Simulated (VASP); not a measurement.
## SnO2: single point with r2SCAN

The system is SnO2.

```
Sn O
1.0
     4.47460    0.00000    0.00000
     0.00000    4.47460    0.00000
     0.00000    0.00000    3.20057
Sn O
2 4
Cartesian
  0.0000 0.0000 0.0000
  2.2373 2.2373 1.6003
  1.3688 1.3688 0.0000
  0.8685 3.6061 1.6003
  3.1059 3.1059 0.0000
  3.6061 0.8685 1.6003
```

This cell differs from its parent crystal: strain -0.0600 x Voigt [1, 1, 0, 0, 0, 0].

| Item | Value |
| --- | --- |
| Program | VASP 6.6.1 |
| Task | single point |
| Functional | r2SCAN |
| Potentials or basis | VASP PAW PBE potentials, release 64 (Sn_d, O) |
| Cutoff | 520 eV |
| k mesh | 6 × 6 × 8 |
| Occupations | gaussian, width 0.05 eV |
| Spin | no spin polarisation |
| Dipole correction | no |
| Further INCAR settings | ALGO = Normal; EDIFF = 1e-06; NBANDS = 35 |

| Item | Value |
| --- | --- |
| Pressure | 34.7 GPa |
| Largest force | 0.197 eV/Å |
| Band gap on the k mesh | 3.23 eV |

Forces in eV/Å, atoms in the order of the input:
```
Sn   0.000  0.000  0.000
Sn   0.000  0.000  0.000
O    0.139  0.139  0.000
O   -0.139  0.139  0.000
O   -0.139 -0.139  0.000
O    0.139 -0.139  0.000
```

Stress tensor (GPa, compression positive):
```
38.09  0.00  0.00
 0.00 38.09  0.00
 0.00  0.00 27.87
```

Levels at points of the mesh, in eV from the valence-band top:
```csv
k point,band 24,band 25,band 26,band 27,band 28,band 29
"(0.00, 0.00, 0.00)",-0.78,-0.78,0.00,3.23,7.34,7.34
"(0.50, 0.00, 0.00)",-1.21,-0.61,-0.61,6.41,6.41,8.16
"(0.50, 0.50, 0.00)",-1.37,-0.87,-0.87,6.77,6.77,8.97
"(0.00, 0.00, 0.50)",-2.00,-1.40,-1.40,8.42,8.42,11.62
"(0.50, 0.00, 0.50)",-1.24,-0.33,-0.33,8.87,8.87,10.27
"(0.50, 0.50, 0.50)",-0.98,-0.85,-0.85,7.07,7.07,10.31
```

It took 2.8 min on 1 thread of Intel(R) Xeon(R) 6975P-C (Granite Rapids), with other jobs on the host, peak memory 0.23 GiB.

Caveat: the cell differs from its parent crystal (strain -0.0600 x Voigt [1, 1, 0, 0, 0, 0]); the cell stands under pressure; the PAW data sets were made with another functional, which shifts forces and pressure a little; spin-orbit coupling is left out, which moves the levels of the heavy elements.
